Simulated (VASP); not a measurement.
# InGa3As2 (P4/mmm) in VASP: further runs

InGa3As2 is run at these levels: PBE; tasks: relaxation of cell and atoms, single point.

Everything below comes from runs of VASP 6.6.1. Logs are shortened: lines on timing, memory, paths and dates and some standing lists are left out, and cuts for length are marked.

**1. The cell of the first run**

Symmetry: P4/mmm, No. 123, tetragonal system. The conventional cell has a = 3.434 Å, b = 3.434 Å, c = 10.268 Å, α = 90.00°, β = 90.00°, γ = 90.00°. Within 4.0 Å of In (site symmetry 4/mmm) lie 8 Ga at 3.08 Å and 2 As at 3.43 Å and 4 In at 3.43 Å. Ga (site symmetry 4mm) has 4 As at 2.88 Å and 4 In at 3.08 Å and 6 Ga at 3.25 to 3.77 Å within 3.8 Å. Within 3.9 Å of Ga (site symmetry 4/mmm) lie 8 As at 2.97 Å and 6 Ga at 3.25 to 3.43 Å. As (site symmetry 4mm) has 8 Ga at 2.88 to 2.97 Å and 5 As at 3.40 to 3.43 Å and 1 In at 3.43 Å within 3.8 Å.

The cell was built from a structure type or drawn by symmetry, and may not be a known phase.

**2. Relaxation of cell and atoms, PBE**

The input, INCAR:

```
PREC     = Accurate       # precision mode
ENCUT    = 600            # plane-wave cutoff, eV
EDIFF    = 1E-7           # SCF threshold, eV
ISMEAR   = 0              # smearing method
SIGMA    = 0.1            # smearing width, eV
LREAL    = F              # projectors in reciprocal space
LASPH    = T              # aspherical terms in the spheres
NELM     = 60             # most SCF steps
ALGO     = Fast           # electronic algorithm
ISIF     = 3              # what is computed and relaxed
LWAVE    = F              # write WAVECAR
LCHARG   = F              # write CHGCAR
GGA      = PE             # functional
IBRION   = 2              # ionic algorithm
NSW      = 90             # ionic steps
EDIFFG   = -0.04          # ionic threshold
```

The input, KPOINTS:

```
regular mesh
0
Gamma
  6 6 2
```

The input, POSCAR:

```
InGa3As2
1.0
    3.4342868700      0.0000000000      0.0000000000
    0.0000000000      3.4342868700      0.0000000000
    0.0000000000      0.0000000000     10.2675157400
In Ga As
1 3 2
Direct
    0.0000000000      0.0000000000      0.0000000000
    0.5000000000      0.5000000000      0.1837450000
    0.5000000000      0.5000000000      0.5000000000
    0.5000000000      0.5000000000      0.8162550000
    0.0000000000      0.0000000000      0.3342649900
    0.0000000000      0.0000000000      0.6657350100
```

Potentials or basis: VASP PAW PBE potentials, release 64 (In_d, Ga_d, As).

The run is started by

```sh
$ cat potpaw_PBE.64/In_d/POTCAR potpaw_PBE.64/Ga_d/POTCAR potpaw_PBE.64/As/POTCAR > POTCAR
$ mpirun -np 1 vasp_std > vasp.out
```

OUTCAR:

```text
PREC = Accurate
   ENCUT = 600
   EDIFF = 1E-7
   ISMEAR = 0
   LREAL = F
   LASPH = T
   NELM = 60
   ISIF = 3
   GGA = PE
   IBRION = 2
   NSW = 90
   EDIFFG = -0.04

 ion  position               nearest neighbor table
   1  0.000  0.000  0.000-   2 3.08   4 3.08   2 3.08   4 3.08   2 3.08   4 3.08   2 3.08   4 3.08
                             5 3.43   6 3.43
   2  0.500  0.500  0.184-   5 2.88   5 2.88   5 2.88   5 2.88   1 3.08   1 3.08   1 3.08   1 3.08

   3  0.500  0.500  0.500-
   4  0.500  0.500  0.816-   6 2.88   6 2.88   6 2.88   6 2.88   1 3.08   1 3.08   1 3.08   1 3.08

   5  0.000  0.000  0.334-   2 2.88   2 2.88   2 2.88   2 2.88   1 3.43
   6  0.000  0.000  0.666-   4 2.88   4 2.88   4 2.88   4 2.88   1 3.43

  LATTYP: Found a simple tetragonal cell.
 ALAT       =     3.4342868700
 C/A-ratio  =     2.9897082360

  Lattice vectors:

 A1 = (   3.4342868700,   0.0000000000,   0.0000000000)
 A2 = (   0.0000000000,   3.4342868700,   0.0000000000)
 A3 = (   0.0000000000,   0.0000000000,  10.2675157400)

Analysis of symmetry for initial positions (statically):
=====================================================================
 Subroutine PRICEL returns:
 Original cell was already a primitive cell.

 Routine SETGRP: Setting up the symmetry group for a
 simple tetragonal supercell.

 Subroutine GETGRP returns: Found 16 space group operations
 (whereof 16 operations were pure point group operations)
 out of a pool of 16 trial point group operations.

The static configuration has the point symmetry D_4h.

Analysis of symmetry for dynamics (positions and initial velocities):
=====================================================================
 Subroutine PRICEL returns:
 Original cell was already a primitive cell.

 Routine SETGRP: Setting up the symmetry group for a
 simple tetragonal supercell.

 Subroutine GETGRP returns: Found 16 space group operations
 (whereof 16 operations were pure point group operations)
 out of a pool of 16 trial point group operations.

The dynamic configuration has the point symmetry D_4h.

 Subroutine INISYM returns: Found 16 space group operations
 (whereof 16 operations are pure point group operations),
 and found     1 'primitive' translations

----------------------------------------------------------------------------------------

                                     Primitive cell

  volume of cell :     121.0984

  direct lattice vectors                    reciprocal lattice vectors
[... 81 lines left out ...]
   PREC   = accura    normal or accurate (medium, high low for compatibility)
   ISTART =      0    job   : 0-new  1-cont  2-samecut
   ICHARG =      2    charge: 1-file 2-atom 10-const
   ISPIN  =      1    spin polarized calculation?
   LNONCOLLINEAR =      F non collinear calculations
   LSORBIT =      F    spin-orbit coupling
   LASPH  =      T    aspherical Exc in radial PAW
   ENCUT  =  600.0 eV  44.10 Ry    6.64 a.u.   6.86  6.86 20.51*2*pi/ulx,y,z
   NELM   =     60;   NELMIN=  2; NELMDL= -5     # of ELM steps
   EDIFF  = 0.1E-06   stopping-criterion for ELM
   LREAL  =      F    real-space projection
   EDIFFG = -.4E-01   stopping-criterion for IOM
   NSW    =     90    number of steps for IOM
   IBRION =      2    ionic relax: 0-MD 1-quasi-New 2-CG
   NFREE  =      1    steps in history (QN), initial steepest desc. (CG)
   ISIF   =      3    stress and relaxation
   ISYM   =      2    0-nonsym 1-usesym 2-fastsym
   POTIM  = 0.5000    time-step for ionic-motion
   TEBEG  =    0.0;   TEEND  =   0.0 temperature during run
   PSTRESS=    0.0 pullay stress
   NELECT =      62.0000    total number of electrons
   NUPDOWN=      -1.0000    fix difference up-down
   EMIN   =  10.00;   EMAX   =-10.00  energy-range for DOS
   EFERMI =   0.00;   METHOD = LEGACY
   ISMEAR =     0;   SIGMA  =   0.10  broadening in eV -4-tet -1-fermi 0-gaus
   EFERMI_NEDOS =   21; number of points for ismear=-14 and -15
   IALGO  =     68    algorithm
   IMIX   =      4    mixing-type and parameters
     AMIX     =   0.40;   BMIX     =  1.00
     AMIX_MAG =   1.60;   BMIX_MAG =  1.00
  volume/ion in A,a.u.               =      20.18       136.20
  Fermi-wavevector in a.u.,A,eV,Ry     =   1.309662  2.474902 23.336910  1.715215
  Thomas-Fermi vector in A             =   2.440245
   LORBIT       =      0    0 simple, 1 ext, 2 COOP (PROOUT), +10 PAW based schemes
   GGA     = PE    functional components
   LHFCALC =     F    Hartree Fock is set to
   AEXX    =    0.0000 exact exchange contribution
   IVDW    =     0    specifies the selected vdW correction
   LEPSILON=     F    determine dielectric tensor
   LRPA    =     F    only Hartree local field effects (RPA)
 conjugate gradient relaxation of ions
 non-spin polarized calculation
 RMM-DIIS sequential band-by-band and
 Gauss-broadening in eV      SIGMA  =   0.10
  energy-cutoff  :      600.00
  volume of cell :      121.10
 maximum number of plane-waves:      4064
 NGX is ok and might be reduce to    28
   NGX = 13   NGY = 13   NGZ = 41

--------------------------------------- Ionic step        1  -------------------------------------------

 number of electron      61.9999947 magnetization

 Free energy of the ion-electron system (eV)
  ---------------------------------------------------
  ext. energy  EPLUGINS =         0.00000000
  ---------------------------------------------------
  free energy    TOTEN  =       -19.87505493 eV

  energy without entropy =      -19.86488108  energy(sigma->0) =      -19.86996801

------------------------ aborting loop because EDIFF is reached ----------------------------------------

  FORCE on cell =-STRESS in cart. coord.  units (eV):
  Direction    XX          YY          ZZ          XY          YZ          ZX
  --------------------------------------------------------------------------------------
  -------------------------------------------------------------------------------------
  Total        0.2149151      0.2149151      1.5243754      0.0000000      0.0000000      0.0000000
  in kB        2.8434063      2.8434063     20.1680543      0.0000000      0.0000000      0.0000000
  external PRESSURE =       8.6182890 kB  Pullay stress =       0.0000000 kB
[... 307 lines left out ...]
--------------------------------------- Ionic step        9  -------------------------------------------

 number of electron      61.9999996 magnetization

 Free energy of the ion-electron system (eV)
  ---------------------------------------------------
  ext. energy  EPLUGINS =         0.00000000
  ---------------------------------------------------
  free energy    TOTEN  =       -19.96510369 eV

  energy without entropy =      -19.94479927  energy(sigma->0) =      -19.95495148

 E-fermi :   5.8588     XC(G=0): -10.5910

 val. band max:        5.8494271457   @ k =   0.1667   0.1667   0.0000
 cond. band min:       5.8986035427   @ k =   0.3333   0.3333   0.5000
 fundamental gap:      0.0491763970
 Fermi energy:         5.8587987583

 k-point     1 :       0.0000    0.0000    0.0000
  band No.  band energies     occupation
      1      -9.0513      2.00000
      2      -9.0468      2.00000
      3      -9.0224      2.00000
      4      -8.9975      2.00000
      5      -8.9948      2.00000
      6      -8.9948      2.00000
[... 822 lines left out ...]
  FREE ENERGIE OF THE ION-ELECTRON SYSTEM (eV)
  ---------------------------------------------------
  free  energy   TOTEN  =       -19.9651036926 eV

  energy  without entropy=      -19.9447992660  energy(sigma->0) =      -19.95495148

 reached required accuracy - stopping structural energy minimisation
```

Wall time 19 min (1 thread of Intel Xeon Platinum 8259CL at 2.50GHz (Skylake/Cascade Lake), shared host); peak memory 0.32 GiB.

What came out:

- Free energy: -19.9651 eV
- Relaxed volume: 20.84 Å³/atom
- Relaxed cell: a = 3.413 Å, b = 3.413 Å, c = 10.735 Å, α = 90.00°, β = 90.00°, γ = 90.00°
- Space group after relaxing (to 0.1 Å): P4/mmm (No. 123)
- Energy gained by relaxing: 15.0 meV/atom
- Ionic steps: 9
- Pressure after relaxing: -0.1 GPa
- Largest force after relaxing: 0.008 eV/Å
- Band gap on the k mesh: zero (bands 31 and 32 overlap by 2.84 eV)

Forces on the atoms (eV/Å):
```
In   0.000  0.000  0.000
Ga   0.000  0.000 -0.008
Ga   0.000  0.000  0.000
Ga   0.000  0.000  0.008
As   0.000  0.000  0.007
As   0.000  0.000 -0.007
```

Step by step:
| step | energy change (eV) | largest force (eV/Å) | pressure (GPa) | volume (Å³) |
| --- | --- | --- | --- | --- |
| 1 | 0.0000 | 0.4528 | 0.86 | 121.10 |
| 2 | -0.0307 | 0.3922 | -0.04 | 123.01 |
| 3 | -0.0439 | 0.3330 | -0.76 | 124.90 |
| 4 | -0.0451 | 0.3164 | -1.00 | 125.56 |
| 5 | -0.0693 | 0.2159 | -0.26 | 124.07 |
| 6 | -0.0790 | 0.0539 | 0.90 | 121.94 |
| 7 | -0.0796 | 0.0866 | 0.64 | 122.34 |
| 8 | -0.0872 | 0.0352 | 0.28 | 123.59 |
| 9 | -0.0900 | 0.0077 | -0.10 | 125.01 |

Final structure:
```
In Ga As
1.0
     3.41258    0.00000    0.00000
     0.00000    3.41258    0.00000
     0.00000    0.00000   10.73465
In Ga As
1 3 2
Direct
  0.00000 0.00000 0.00000
  0.50000 0.50000 0.20191
  0.50000 0.50000 0.50000
  0.50000 0.50000 0.79809
  0.00000 0.00000 0.33294
  0.00000 0.00000 0.66706
```

Levels at points of the mesh, in eV from the Fermi level:
```tsv
k point	band 27	band 28	band 29	band 30	band 31	band 32	band 33	band 34
(0.00, 0.00, 0.00)	-0.51	-0.51	-0.41	0.13	0.13	0.98	2.66	3.84
(0.50, 0.00, 0.00)	-3.14	-2.88	-2.13	-2.09	1.35	1.65	2.34	2.88
(0.50, 0.50, 0.00)	-4.00	-3.97	-2.79	-2.69	-1.49	-1.49	-0.74	-0.42
(0.00, 0.00, 0.50)	-0.48	-0.48	0.06	0.06	0.21	0.44	3.39	3.80
(0.50, 0.00, 0.50)	-4.52	-3.97	-0.93	0.20	0.31	1.03	1.36	1.64
(0.50, 0.50, 0.50)	-4.17	-4.11	-2.55	-2.36	-1.85	-0.76	-0.76	-0.23
```

Caveat: spin-orbit coupling is left out, which moves the levels of the heavy elements.

**3. Single point, PBE**

This run uses another cell than the first one, of 20.86 Å³/atom.

The input, INCAR:

```
ALGO     = Fast           # electronic algorithm
EDIFF    = 1E-7           # SCF threshold, eV
ENCUT    = 520            # plane-wave cutoff, eV
GGA      = PE             # functional
ISIF     = 2              # what is computed and relaxed
ISMEAR   = 0              # smearing method
LASPH    = T              # aspherical terms in the spheres
LCHARG   = F              # write CHGCAR
LREAL    = F              # projectors in reciprocal space
LWAVE    = F              # write WAVECAR
NBANDS   = 40             # bands
NELM     = 100            # most SCF steps
PREC     = Accurate       # precision mode
SIGMA    = 0.1            # smearing width, eV
```

The input, KPOINTS:

```
k-points
0
Gamma
  12 12 4
```

The input, POSCAR:

```
InGa3As2
1.0
    3.3284070561      0.0000000000      0.0000000000
    0.0000000000      3.3284070561      0.0000000000
    0.0000000000      0.0000000000     11.2979887592
In Ga As
1 3 2
Direct
    0.0000000000      0.0000000000      0.0000000000
    0.5000000000      0.5000000000      0.1933027100
    0.5000000000      0.5000000000      0.5000000000
    0.5000000000      0.5000000000      0.8066972900
    0.0000000000      0.0000000000      0.3301719537
    0.0000000000      0.0000000000      0.6698280463
```

Potentials or basis: VASP PAW PBE potentials, release 64 (In_d, Ga_d, As).

The run is started by

```sh
$ cat potpaw_PBE.64/In_d/POTCAR potpaw_PBE.64/Ga_d/POTCAR potpaw_PBE.64/As/POTCAR > POTCAR
$ mpirun -np 1 vasp_std > vasp.out
```

Wall time 11 min (1 thread of Intel Xeon Platinum 8259CL at 2.50GHz (Skylake/Cascade Lake), shared host); peak memory 0.52 GiB.

Results (log left out):

| Property | Result |
| --- | --- |
| Free energy | -19.9868 eV |
| Pressure | 0.1 GPa |
| Largest force | 0.016 eV/Å |
| Band gap on the k mesh | zero (bands 31 and 32 overlap by 3.18 eV) |

Forces on the atoms (eV/Å):
```
In   0.000  0.000  0.000
Ga   0.000  0.000 -0.006
Ga   0.000  0.000  0.000
Ga   0.000  0.000  0.006
As   0.000  0.000  0.016
As   0.000  0.000 -0.016
```

Levels at points of the mesh, in eV from the Fermi level:
```
           k point  band 27  band 28  band 29  band 30  band 31  band 32  band 33  band 34  band 35  band 36
(0.00, 0.00, 0.00)    -1.25     0.10     0.10     0.59     0.59     1.73     2.93     4.03     4.28     4.28
(0.50, 0.00, 0.00)    -3.23    -3.09    -2.46    -2.42     1.75     1.91     2.10     2.46     2.66     3.49
(0.50, 0.50, 0.00)    -3.88    -3.54    -2.64    -2.23    -1.43    -1.43    -0.56    -0.38     1.06     1.20
(0.00, 0.00, 0.50)     0.13     0.13     0.42     0.54     0.54     0.75     3.74     3.90     4.82     4.82
(0.50, 0.00, 0.50)    -4.45    -4.11    -1.32    -0.25    -0.24     0.48     1.91     2.09     4.59     5.08
(0.50, 0.50, 0.50)    -4.02    -3.68    -2.45    -1.96    -1.50    -0.82    -0.82    -0.26    -0.26     0.37
```

Caveat: spin-orbit coupling is left out, which moves the levels of the heavy elements.
